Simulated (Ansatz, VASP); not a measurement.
Tc in VASP and in Ansatz

```
CELL_PARAMETERS angstrom
0.00000 1.91019 1.91019
1.91019 0.00000 1.91019
1.91019 1.91019 0.00000
ATOMIC_POSITIONS crystal
Tc 0.00000 0.00000 0.00000
```

Change from the starting cell: volume scaled by 0.94.

Alike in both runs: task single point; functional PBEsol; k mesh 18 × 18 × 18; occupations fermi-dirac, width 0.03 eV; no spin polarisation.

|  | VASP | Ansatz |
| --- | --- | --- |
| version | VASP 6.6.1 | Ansatz 0.2.0 |
| potentials or method | VASP PAW PBE potentials, release 64 (Tc_pv), cutoff 520 eV | all-electron LAPW, scalar-relativistic |

VASP gave:

- pressure (GPa): 2.5

Q: What did Ansatz give for the same quantities?

A: Pressure (GPa): 3.2.

VASP's potentials were made for PBE, not for PBEsol. Ansatz ran all-electron here, and VASP with PAW potentials.
